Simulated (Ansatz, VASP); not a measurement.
Two plane-wave programs on SnSe2

Contents of POSCAR:

```
SnSe2
1.0
    3.8405676479      0.0000000000      0.0000000000
   -1.9202838240      3.3260291481      0.0000000000
    0.0000000000      0.0000000000      6.5233023644
Sn Se
1 2
Direct
    0.0000000000      0.0000000000      0.0000000000
    0.3333333333      0.6666666667      0.2412719747
    0.6666666667      0.3333333333      0.7587280253
```

INCAR.step1

```
PREC     = Accurate       # precision mode
ENCUT    = 520            # plane-wave cutoff, eV
ISMEAR   = 0              # smearing method
SIGMA    = 0.05           # smearing width, eV
LREAL    = F              # projectors in reciprocal space
LASPH    = T              # aspherical terms in the spheres
NELM     = 100            # most SCF steps
NBANDS   = 20             # bands
GGA      = PE             # functional
ALGO     = Normal         # electronic algorithm
EDIFF    = 1E-4           # SCF threshold, eV
LWAVE    = T              # write WAVECAR
LCHARG   = F              # write CHGCAR
```

INCAR.step2

```
PREC     = Accurate       # precision mode
ENCUT    = 520            # plane-wave cutoff, eV
EDIFF    = 1E-6           # SCF threshold, eV
ISMEAR   = 0              # smearing method
SIGMA    = 0.05           # smearing width, eV
LREAL    = F              # projectors in reciprocal space
LASPH    = T              # aspherical terms in the spheres
NELM     = 100            # most SCF steps
ALGO     = Normal         # electronic algorithm
ISIF     = 2              # what is computed and relaxed
LWAVE    = F              # write WAVECAR
LCHARG   = F              # write CHGCAR
METAGGA  = R2SCAN         # meta-GGA
LMIXTAU  = T            
NBANDS   = 20             # bands
ISTART   = 1
```

The input KPOINTS:

```
Automatic mesh
0
Gamma
  12 12 6
```

Input for Ansatz:

```yaml
crystal:
  lattice:
    - [3.8405676479, 0.0, 0.0]
    - [-1.920283824, 3.3260291481, 0.0]
    - [0.0, 0.0, 6.5233023644]
  atoms:
    - { symbol: Sn, position: [0.0, 0.0, 0.0] }
    - { symbol: Se, position: [0.3333333333, 0.6666666667, 0.2412719747] }
    - { symbol: Se, position: [0.6666666667, 0.3333333333, 0.7587280253] }
basis:
  ecutwfc: 500
kpoints:
  mp_grid: { grid: [12, 12, 6] }
hamiltonian:
  xc: r2scan
scf:
  occupations: { method: gaussian, width: 0.05 }
output:
  forces: true
  stress: true
  eigenvalues: true
  write_density: true
  write_potential: true
  elf: true
  volumetric_format: npy
```

Alike in both runs: task single point; functional r2SCAN; k mesh 12 × 12 × 6; occupations gaussian, width 0.05 eV; no spin polarisation.

|  | VASP | Ansatz |
| --- | --- | --- |
| version | VASP 6.6.1 | Ansatz 0.2.0 |
| potentials or method | VASP PAW PBE potentials, release 64 (Sn_d, Se), cutoff 520 eV | scalar-relativistic, plane waves, PAW |
| valence electrons in the cell | 26 | 46 |

```tsv
	VASP	Ansatz	Ansatz less VASP
gap on the k mesh at the Fermi level (eV)	1.02	1.02	-0.003
least direct gap on the mesh (eV)	1.46	1.46	-0.002
pressure (GPa)	0.1	0.0	-0.05
rms of the force components (eV/Å)	0.006	0.000	-0.0057
```

VASP's potentials were made for PBE, not for r2SCAN. Atom by atom the forces differ by 0.006 eV/Å (rms over components). VASP's potentials hold 26 valence electrons a cell and Ansatz's 46, so a difference there can come from the potentials and not from the codes.
